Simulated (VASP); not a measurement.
Here is a VASP 6.6.1 calculation.

File INCAR:

```
ALGO = Normal
EDIFF = 1E-6
ENCUT = 500
GGA = PE
GGA_COMPAT = F
ISIF = 2
ISMEAR = -4
LASPH = T
LCHARG = F
LREAL = F
LWAVE = F
NBANDS = 12
NELM = 120
PREC = Accurate
SIGMA = 0.1
```

Contents of KPOINTS:

```
k-points
0
Gamma
  5 5 5
```

POSCAR

```
As
1.0
    1.8797494575      1.0852738553      3.4857700000
   -1.8797494575      1.0852738553      3.4857700000
    0.0000000000     -2.1705477106      3.4857700000
As
2
Direct
    0.2275400000      0.2275400000      0.2275400000
    0.7724600000      0.7724600000      0.7724600000
```

Potentials or basis: VASP PAW PBE potentials, release 64 (As).

Run with:

```console
$ cat potpaw_PBE.64/As/POTCAR > POTCAR
$ mpirun -np 1 vasp_std > vasp.out
```

**Question.** Estimate the band gap on the k mesh.

**Answer.** 0.14 eV, indirect (least direct gap 0.56 eV).

**Question.** What does it give for the largest force?

**Answer.** 0.090 eV/Å.

**Question.** What does it give for the pressure?

**Answer.** 3.5 GPa.

Stress tensor (GPa, compression positive):
```
4.65 0.00 0.00
0.00 4.65 0.00
0.00 0.00 1.26
```

A k mesh can miss the band edges.
